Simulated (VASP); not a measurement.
A run of VASP 6.6.1 is set up as follows.

Contents of POSCAR:

```
AlN
1.0
    0.0000000000      2.1799446927      2.1799446927
    2.1799446927      0.0000000000      2.1799446927
    2.1799446927      2.1799446927      0.0000000000
Al N
1 1
Direct
    0.0000000000      0.0000000000      0.0000000000
    0.2500000000      0.2500000000      0.2500000000
```

File INCAR.step1:

```
PREC = Accurate ; ENCUT = 520
ISMEAR = -1 ; SIGMA = 0.08
LREAL = False ; LASPH = True
NELM = 60 ; NBANDS = 11
GGA = PE ; ALGO = Normal
EDIFF = 1E-4 ; LWAVE = True
LCHARG = False
```

The input INCAR.step2:

```
PREC = Accurate ; ENCUT = 520
EDIFF = 1E-6 ; ISMEAR = -1
SIGMA = 0.08 ; LREAL = False
LASPH = True ; NELM = 60
ALGO = Normal ; ISIF = 2
LWAVE = False ; LCHARG = False
METAGGA = R2SCAN ; LMIXTAU = True
IVDW = 12 ; VDW_S6 = 1.0
VDW_S8 = 0.78981345 ; VDW_A1 = 0.49484001
VDW_A2 = 5.73083694 ; NBANDS = 11
ISTART = 1
```

The input KPOINTS:

```
Automatic mesh
0
Gamma
  15 15 15
```

Potentials or basis: VASP PAW PBE potentials, release 64 (Al, N).

Command:

```console
$ cat potpaw_PBE.64/Al/POTCAR potpaw_PBE.64/N/POTCAR > POTCAR
$ cp INCAR.step1 INCAR
$ mpirun -np 1 vasp_std > vasp.out
$ cp INCAR.step2 INCAR
$ mpirun -np 1 vasp_std > vasp.out
```

(1) What does it give for the band gap on the k mesh?

(2) What does it give for the dispersion energy per atom?

(3) Estimate the pressure.

Results:

(1) 4.01 eV (least direct gap 4.94 eV).

(2) -0.127 eV.

(3) -0.9 GPa.

Caveat: three body term missing; the PAW data sets were made with another functional, which shifts forces and pressure a little; an odd mesh through Γ misses points on the zone boundary, where band edges can lie.
